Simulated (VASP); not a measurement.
# Na (Im-3m) in VASP: notebook

Na is run at these levels: PBE; tasks: single point, relaxation of cell and atoms.

All numbers are computed with VASP 6.6.1; they aren't measurements. Logs are shortened: lines on timing, memory, paths and dates and some standing lists are left out, and cuts for length are marked.

**1. The cell of the first run**

Symmetry: Im-3m, No. 229, cubic system. Conventional cell: a = 4.193 Å, b = 4.193 Å, c = 4.193 Å, α = 90.00°, β = 90.00°, γ = 90.00°. Within 4.8 Å of Na (site symmetry m-3m) lie 14 Na at 3.63 to 4.19 Å.

**2. Single point, PBE**

INCAR

```
PREC     = Accurate       # precision mode
ENCUT    = 520            # plane-wave cutoff, eV
EDIFF    = 1E-6           # SCF threshold, eV
ISMEAR   = -1             # smearing method
SIGMA    = 0.1            # smearing width, eV
LREAL    = False          # projectors in reciprocal space
LASPH    = True           # aspherical terms in the spheres
NELM     = 80             # most SCF steps
ALGO     = Normal         # electronic algorithm
ISIF     = 2              # what is computed and relaxed
LWAVE    = False          # write WAVECAR
LCHARG   = False          # write CHGCAR
GGA      = PE             # functional
NBANDS   = 10             # bands
```

KPOINTS

```
Automatic mesh
0
Gamma
  7 7 7
```

POSCAR

```
Na
1.0
   -2.0965428592      2.0965428592      2.0965428592
    2.0965428592     -2.0965428592      2.0965428592
    2.0965428592      2.0965428592     -2.0965428592
Na
1
Direct
    0.0000000000      0.0000000000      0.0000000000
```

Potentials or basis: VASP PAW PBE potentials, release 64 (Na_pv).

Run with:

```sh
$ cat potpaw_PBE.64/Na_pv/POTCAR > POTCAR
$ mpirun -np 1 vasp_std > vasp.out
```

OUTCAR:

```text
PREC = Accurate
   ENCUT = 520
   EDIFF = 1E-6
   ISMEAR = -1
   LREAL = False
   LASPH = True
   NELM = 80
   ISIF = 2
   GGA = PE

 ion  position               nearest neighbor table
   1  0.000  0.000  0.000-

  LATTYP: Found a body centered cubic cell.
 ALAT       =     4.1930857184

  Lattice vectors:

 A1 = (  -2.0965428592,   2.0965428592,   2.0965428592)
 A2 = (   2.0965428592,  -2.0965428592,   2.0965428592)
 A3 = (   2.0965428592,   2.0965428592,  -2.0965428592)

Analysis of symmetry for initial positions (statically):
=====================================================================
 Subroutine PRICEL returns:
 Original cell was already a primitive cell.

 Routine SETGRP: Setting up the symmetry group for a
 body centered cubic supercell.

 Subroutine GETGRP returns: Found 48 space group operations
 (whereof 48 operations were pure point group operations)
 out of a pool of 48 trial point group operations.

The static configuration has the point symmetry O_h .

Analysis of symmetry for dynamics (positions and initial velocities):
=====================================================================
 Subroutine PRICEL returns:
 Original cell was already a primitive cell.

 Routine SETGRP: Setting up the symmetry group for a
 body centered cubic supercell.

 Subroutine GETGRP returns: Found 48 space group operations
 (whereof 48 operations were pure point group operations)
 out of a pool of 48 trial point group operations.

The dynamic configuration has the point symmetry O_h .

 Subroutine INISYM returns: Found 48 space group operations
 (whereof 48 operations are pure point group operations),
 and found     1 'primitive' translations

----------------------------------------------------------------------------------------

                                     Primitive cell

  volume of cell :      36.8613

  direct lattice vectors                    reciprocal lattice vectors
    -2.096542859  2.096542859  2.096542859     0.000000000  0.238487851  0.238487851
     2.096542859 -2.096542859  2.096542859     0.238487851  0.000000000  0.238487851
     2.096542859  2.096542859 -2.096542859     0.238487851  0.238487851  0.000000000

  length of vectors
     3.631318752  3.631318752  3.631318752     0.337272753  0.337272753  0.337272753

  position of ions in fractional coordinates (direct lattice)
     0.000000000  0.000000000  0.000000000

  ion indices of the primitive-cell ions
   primitive index   ion index
                 1           1

----------------------------------------------------------------------------------------

 KPOINTS: Automatic mesh

Automatic generation of k-mesh.
 Grid dimensions read from file:
 generate k-points for:    7    7    7

 Generating k-lattice:

  Cartesian coordinates                     Fractional coordinates (reciprocal lattice)
     0.000000000  0.034069693  0.034069693     0.142857143  0.000000000  0.000000000
     0.034069693  0.000000000  0.034069693     0.000000000  0.142857143  0.000000000
     0.034069693  0.034069693  0.000000000     0.000000000  0.000000000  0.142857143

  Length of vectors
     0.048181822  0.048181822  0.048181822

  Shift w.r.t. Gamma in fractional coordinates (k-lattice)
     0.000000000  0.000000000  0.000000000

 Subroutine IBZKPT returns following result:
 ===========================================

 Found     20 irreducible k-points:

 Following reciprocal coordinates:
            Coordinates               Weight
  0.000000  0.000000  0.000000      1.000000
  0.142857  0.000000  0.000000     12.000000
  0.285714  0.000000  0.000000     12.000000
  0.428571  0.000000  0.000000     12.000000
  0.142857  0.142857  0.000000     24.000000
  0.285714  0.142857 -0.000000     48.000000
[... 12 lines left out ...]
 -0.428571 -0.428571  0.285714      8.000000
 -0.428571  0.428571  0.428571      6.000000
   k-points           NKPTS =     20   k-points in BZ     NKDIM =     20   number of bands    NBANDS=     10
   number of dos      NEDOS =    301   number of ions     NIONS =      1
   total plane-waves  NPLWV =  21952
   dimension x,y,z NGX =    28 NGY =   28 NGZ =   28
   dimension x,y,z NGXF=    56 NGYF=   56 NGZF=   56
   ions per type =               1
   NGX,Y,Z   is equivalent  to a cutoff of  12.82, 12.82, 12.82 a.u.
   NGXF,Y,Z  is equivalent  to a cutoff of  25.64, 25.64, 25.64 a.u.
 SYSTEM =  unknown system
   PREC   = accura    normal or accurate (medium, high low for compatibility)
   ISTART =      0    job   : 0-new  1-cont  2-samecut
   ICHARG =      2    charge: 1-file 2-atom 10-const
   ISPIN  =      1    spin polarized calculation?
   LNONCOLLINEAR =      F non collinear calculations
   LSORBIT =      F    spin-orbit coupling
   LASPH  =      T    aspherical Exc in radial PAW
   ENCUT  =  520.0 eV  38.22 Ry    6.18 a.u.   6.75  6.75  6.75*2*pi/ulx,y,z
   NELM   =     80;   NELMIN=  2; NELMDL= -5     # of ELM steps
   EDIFF  = 0.1E-05   stopping-criterion for ELM
   LREAL  =      F    real-space projection
   EDIFFG = 0.1E-04   stopping-criterion for IOM
   NSW    =      0    number of steps for IOM
   IBRION =     -1    ionic relax: 0-MD 1-quasi-New 2-CG
   NFREE  =      0    steps in history (QN), initial steepest desc. (CG)
   ISIF   =      2    stress and relaxation
   ISYM   =      2    0-nonsym 1-usesym 2-fastsym
   POTIM  = 0.5000    time-step for ionic-motion
   TEBEG  =    0.0;   TEEND  =   0.0 temperature during run
   PSTRESS=    0.0 pullay stress
   NELECT =       7.0000    total number of electrons
   NUPDOWN=      -1.0000    fix difference up-down
   EMIN   =  10.00;   EMAX   =-10.00  energy-range for DOS
   EFERMI =   0.00;   METHOD = LEGACY
   ISMEAR =    -1;   SIGMA  =   0.10  broadening in eV -4-tet -1-fermi 0-gaus
   EFERMI_NEDOS =   21; number of points for ismear=-14 and -15
   IALGO  =     38    algorithm
   IMIX   =      4    mixing-type and parameters
     AMIX     =   0.40;   BMIX     =  1.00
     AMIX_MAG =   1.60;   BMIX_MAG =  1.00
  volume/ion in A,a.u.               =      36.86       248.75
  Fermi-wavevector in a.u.,A,eV,Ry     =   0.940987  1.778208 12.047376  0.885457
  Thomas-Fermi vector in A             =   2.068454
   LORBIT       =      0    0 simple, 1 ext, 2 COOP (PROOUT), +10 PAW based schemes
   GGA     = PE    functional components
   LHFCALC =     F    Hartree Fock is set to
   AEXX    =    0.0000 exact exchange contribution
   IVDW    =     0    specifies the selected vdW correction
   LEPSILON=     F    determine dielectric tensor
   LRPA    =     F    only Hartree local field effects (RPA)
 non-spin polarized calculation
  energy-cutoff  :      520.00
  volume of cell :       36.86
 maximum number of plane-waves:      1004
   NGX = 13   NGY = 13   NGZ = 13

 number of electron       7.0000003 magnetization

 Free energy of the ion-electron system (eV)
  ---------------------------------------------------
  ext. energy  EPLUGINS =         0.00000000
  ---------------------------------------------------
  free energy    TOTEN  =        -1.32138794 eV

  energy without entropy =       -1.30474650  energy(sigma->0) =       -1.31306722

 E-fermi :   0.3324     XC(G=0):  -6.5171

 val. band max:        0.2098836506   @ k =  -0.2857   0.4286   0.1429
 cond. band min:       0.5445720437   @ k =  -0.4286   0.4286   0.1429
 fundamental gap:      0.3346883931
 Fermi energy:         0.3323980574

 k-point     1 :       0.0000    0.0000    0.0000
  band No.  band energies     occupation
      1     -24.5518      2.00000
      2     -24.5518      2.00000
      3     -24.5518      2.00000
      4      -2.9448      2.00000
      5      12.1146      0.00000
      6      12.1146      0.00000
      7      12.1146      0.00000
      8      13.1183      0.00000
      9      13.1183      0.00000
     10      13.6773      0.00000

 k-point     2 :       0.1429    0.0000    0.0000
  band No.  band energies     occupation
      1     -24.5587      2.00000
      2     -24.5542      2.00000
      3     -24.5518      2.00000
      4      -2.5845      2.00000
      5       9.0437      0.00000
      6      10.6811      0.00000
      7      11.1536      0.00000
      8      11.5579      0.00000
      9      12.3007      0.00000
     10      14.1065      0.00000

 k-point     3 :       0.2857    0.0000    0.0000
  band No.  band energies     occupation
      1     -24.5741      2.00000
      2     -24.5594      2.00000
      3     -24.5518      2.00000
      4      -1.5186      2.00000
      5       5.5566      0.00000
      6       9.3432      0.00000
      7      10.1329      0.00000
      8      10.3289      0.00000
      9      11.4284      0.00000
     10      14.9963      0.00000

 k-point     4 :       0.4286    0.0000    0.0000
  band No.  band energies     occupation
      1     -24.5864      2.00000
      2     -24.5635      2.00000
      3     -24.5518      2.00000
      4       0.2065      1.55768
      5       2.6188      0.00000
      6       8.6607      0.00000
      7       9.6068      0.00000
      8       9.7154      0.00000
      9      10.8209      0.00000
     10      16.1946      0.00000

 k-point     5 :       0.1429    0.1429    0.0000
  band No.  band energies     occupation
      1     -24.5693      2.00000
      2     -24.5569      2.00000
      3     -24.5535      2.00000
      4      -1.8714      2.00000
      5       7.1731      0.00000
      6       7.8278      0.00000
      7      10.0168      0.00000
      8      11.7753      0.00000
      9      12.6688      0.00000
     10      14.5820      0.00000

 k-point     6 :       0.2857    0.1429   -0.0000
  band No.  band energies     occupation
      1     -24.5809      2.00000
      2     -24.5631      2.00000
      3     -24.5540      2.00000
      4      -0.4745      1.99937
      5       4.2327      0.00000
      6       6.6082      0.00000
      7       9.1070      0.00000
      8      11.2214      0.00000
      9      13.2633      0.00000
     10      14.1558      0.00000
[... 131 lines left out ...]
 k-point    17 :      -0.2857    0.2857    0.2857
  band No.  band energies     occupation
      1     -24.5732      2.00000
      2     -24.5675      2.00000
      3     -24.5675      2.00000
      4      -0.1303      1.98062
      5       6.4394      0.00000
      6       6.6253      0.00000
      7       6.6254      0.00000
      8       8.4673      0.00000
      9      13.8891      0.00000
     10      14.8670      0.00000

 k-point    18 :      -0.4286    0.4286    0.2857
  band No.  band energies     occupation
      1     -24.5807      2.00000
      2     -24.5721      2.00000
      3     -24.5681      2.00000
      4       1.5460      0.00001
      5       3.8952      0.00000
      6       6.0161      0.00000
      7       6.6161      0.00000
      8       8.8325      0.00000
      9      11.4079      0.00000
     10      14.8148      0.00000

 k-point    19 :      -0.4286   -0.4286    0.2857
  band No.  band energies     occupation
      1     -24.5786      2.00000
      2     -24.5786      2.00000
      3     -24.5694      2.00000
      4       3.2711      0.00000
      5       3.2712      0.00000
      6       4.2880      0.00000
      7       7.8610      0.00000
      8       7.8610      0.00000
      9       9.8986      0.00000
     10      15.0827      0.00000

 k-point    20 :      -0.4286    0.4286    0.4286
  band No.  band energies     occupation
      1     -24.5779      2.00000
      2     -24.5768      2.00000
      3     -24.5768      2.00000
      4       3.1602      0.00000
      5       5.0478      0.00000
      6       5.4125      0.00000
      7       5.4125      0.00000
      8       6.5659      0.00000
      9       8.9597      0.00000
     10      18.2470      0.00000

------------------------ aborting loop because EDIFF is reached ----------------------------------------

  FORCE on cell =-STRESS in cart. coord.  units (eV):
  Direction    XX          YY          ZZ          XY          YZ          ZX
  --------------------------------------------------------------------------------------
  -------------------------------------------------------------------------------------
  Total        0.0013494      0.0013494      0.0013494     -0.0000000     -0.0000000     -0.0000000
  in kB        0.0586535      0.0586535      0.0586535     -0.0000000     -0.0000000     -0.0000000
  external PRESSURE =       0.0586535 kB  Pullay stress =       0.0000000 kB

 VOLUME and BASIS-vectors are now :
 -----------------------------------------------------------------------------
  energy-cutoff  :      520.00
  volume of cell :       36.86
      direct lattice vectors                 reciprocal lattice vectors
    -2.096542859  2.096542859  2.096542859     0.000000000  0.238487851  0.238487851
     2.096542859 -2.096542859  2.096542859     0.238487851  0.000000000  0.238487851
     2.096542859  2.096542859 -2.096542859     0.238487851  0.238487851  0.000000000

 POSITION                                       TOTAL-FORCE (eV/Angst)
 -----------------------------------------------------------------------------------
      0.00000      0.00000      0.00000         0.000000     -0.000000      0.000000
 -----------------------------------------------------------------------------------
    total drift:                               -0.000000     -0.000000     -0.000000

  FREE ENERGIE OF THE ION-ELECTRON SYSTEM (eV)
  ---------------------------------------------------
  free  energy   TOTEN  =        -1.3213879424 eV

  energy  without entropy=       -1.3047465001  energy(sigma->0) =       -1.31306722
```

It took 3.8 s on 1 thread of Intel Xeon Platinum 8488C (Sapphire Rapids), shared host; peak memory 0.15 GiB.

What came out:

* Free energy: -1.3214 eV
* Pressure: 0.0 GPa
* Band gap on the k mesh: zero (an odd number of electrons rules out a gap without spin polarisation)

Levels at points of the mesh, in eV from the Fermi level:
```tsv
k point	band 1	band 2	band 3	band 4	band 5	band 6	band 7	band 8	band 9
(0.00, 0.00, 0.00)	-24.88	-24.88	-24.88	-3.28	11.78	11.78	11.78	12.79	12.79
```

**3. Relaxation of cell and atoms, PBE**

This run uses another cell than the first one, of 39.26 Å³/atom.

INCAR

```
PREC     = Accurate       # precision mode
ENCUT    = 600            # plane-wave cutoff, eV
EDIFF    = 1E-7           # SCF threshold, eV
ISMEAR   = -1             # smearing method
SIGMA    = 0.1            # smearing width, eV
LREAL    = False          # projectors in reciprocal space
LASPH    = True           # aspherical terms in the spheres
NELM     = 80             # most SCF steps
ALGO     = Normal         # electronic algorithm
ISIF     = 3              # what is computed and relaxed
LWAVE    = False          # write WAVECAR
LCHARG   = False          # write CHGCAR
GGA      = PE             # functional
IBRION   = 2              # ionic algorithm
NSW      = 80             # ionic steps
EDIFFG   = -0.02          # ionic threshold
```

KPOINTS is that of step 2.

POSCAR

```
Na
1.0
   -2.1410000000      2.1410000000      2.1410000000
    2.1410000000     -2.1410000000      2.1410000000
    2.1410000000      2.1410000000     -2.1410000000
Na
1
Direct
    0.0000000000      0.0000000000      0.0000000000
```

Potentials or basis: VASP PAW PBE potentials, release 64 (Na_pv).

Run with:

```sh
$ cat potpaw_PBE.64/Na_pv/POTCAR > POTCAR
$ mpirun -np 1 vasp_std > vasp.out
```

Wall time 8.2 s (1 thread of Intel Xeon Platinum 8488C (Sapphire Rapids), shared host); peak memory 0.15 GiB.

Results (log left out):

```
Free energy                           : -1.3215 eV
Relaxed volume                        : 37.03 Å³/atom
Relaxed cell                          : a = 3.637 Å, b = 3.637 Å, c = 3.637 Å, α = 109.47°, β = 109.47°, γ = 109.47°
Space group after relaxing (to 0.1 Å) : Im-3m (No. 229)
Energy gained by relaxing             : 3.0 meV/atom
Ionic steps                           : 3
Pressure after relaxing               : 0.0 GPa
Band gap on the k mesh                : zero (an odd number of electrons rules out a gap without spin polarisation)
```

Step by step:
| step | energy change (eV) | largest force (eV/Å) | pressure (GPa) | volume (Å³) |
| --- | --- | --- | --- | --- |
| 1 | 0.0000 | 0.0000 | -0.41 | 39.26 |
| 2 | -0.0013 | 0.0000 | -0.32 | 38.69 |
| 3 | -0.0030 | 0.0000 | -0.02 | 37.03 |

Final structure:
```
Na
1.0
    -2.09978    2.09978    2.09978
     2.09978   -2.09978    2.09978
     2.09978    2.09978   -2.09978
Na
1
Cartesian
  0.0000 0.0000 0.0000
```

Levels at points of the mesh, in eV from the Fermi level:
```tsv
k point	band 1	band 2	band 3	band 4	band 5	band 6	band 7
(0.00, 0.00, 0.00)	-24.89	-24.89	-24.89	-3.27	11.75	11.75	11.75
```
